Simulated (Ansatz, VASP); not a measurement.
## BAs in VASP and in Ansatz

The input POSCAR:

```
BAs
1.0
    0.0000000000      2.5795800000      2.2929600000
    2.5795800000      0.0000000000      2.2929600000
    2.5795800000      2.5795800000      0.0000000000
B As
1 1
Direct
    0.0000000000      0.0000000000      0.0000000000
    0.7500000000      0.7500000000      0.7500000000
```

The input INCAR.step1:

```
PREC = Accurate
ENCUT = 520
ISMEAR = 0
SIGMA = 0.05
LREAL = False
LASPH = True
NELM = 60
NBANDS = 11
GGA = PE
ALGO = Normal
EDIFF = 1E-4
LWAVE = True
LCHARG = False
```

File INCAR.step2:

```
PREC = Accurate
ENCUT = 520
EDIFF = 1E-6
ISMEAR = 0
SIGMA = 0.05
LREAL = False
LASPH = True
NELM = 60
ALGO = Normal
ISIF = 2
LWAVE = False
LCHARG = True
METAGGA = R2SCAN
LMIXTAU = True
LELF = True
LVHAR = True
NBANDS = 11
ISTART = 1
```

Contents of KPOINTS:

```
regular mesh
0
Gamma
  10 10 10
```

Input for Ansatz:

```yaml
crystal:
  lattice:
    - [0.0, 2.57958, 2.29296]
    - [2.57958, 0.0, 2.29296]
    - [2.57958, 2.57958, 0.0]
  atoms:
    - { symbol: B, position: [0.0, 0.0, 0.0] }
    - { symbol: As, position: [0.75, 0.75, 0.75] }
basis:
  ecutwfc: 500
kpoints:
  mp_grid: { grid: [10, 10, 10] }
hamiltonian:
  xc: r2scan
scf:
  occupations: { method: gaussian, width: 0.05 }
output:
  forces: true
  stress: true
  eigenvalues: true
```

Change from the starting cell: strain +0.080 along x and y, -0.040 along z, atoms carried along.

Alike in both runs: task single point; functional r2SCAN; k mesh 10 × 10 × 10; occupations gaussian, width 0.05 eV; no spin polarisation.

```csv
,VASP,Ansatz
version,VASP 6.6.1,Ansatz 0.2.0
potentials or method,"VASP PAW PBE potentials, release 64 (B, As), cutoff 520 eV","scalar-relativistic, plane waves, PAW"
valence electrons in the cell,8,18
```

VASP gave:

* gap on the k mesh at the Fermi level (eV): none
* pressure (GPa): -12.2
* traceless stress, the component that is largest in VASP (GPa): 12.92

**Question.** Estimate Ansatz's values.

**Answer.** gap on the k mesh at the Fermi level (eV): none; pressure (GPa): -12.2; traceless stress, the component that is largest in VASP (GPa): 12.93.

VASP's potentials were made for PBE, not for r2SCAN. A gap of «none» marks a metal or a gap that the smearing closes. VASP's potentials hold 8 valence electrons a cell and Ansatz's 18, so a difference there can come from the potentials and not from the codes.
